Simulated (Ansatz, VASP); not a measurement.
# RbSi2 in VASP and in Ansatz

```
Rb Si
1.0
     4.31197    0.00000    0.00000
     0.00000    4.31197    0.00000
     0.00000    0.00000    5.57514
Rb Si
1 2
Direct
  0.00000 0.00000 0.00000
  0.50000 0.50000 0.79058
  0.50000 0.50000 0.20942
```

Alike in both runs: task relaxation of cell and atoms; functional PBE; dispersion D3(BJ); k mesh 12 × 12 × 8; occupations gaussian, width 0.1 eV; no spin polarisation.

```csv
,VASP,Ansatz
version,VASP 6.6.1,Ansatz 0.2.0
potentials or method,"VASP PAW PBE potentials, release 64 (Rb_sv, Si), cutoff 600 eV","scalar-relativistic, plane waves, PAW"
valence electrons in the cell,17,17
```

```tsv
	VASP	Ansatz	Ansatz less VASP
gap on the k mesh at the Fermi level, each at its own relaxed structure (eV)	none	none	-
relaxed volume (Å³/atom)	37.22	37.18	-0.032
relaxed cell length with the largest relative difference (Å)	4.970	4.968	-0.0019
```

A gap of «none» marks a metal or a gap that the smearing closes.
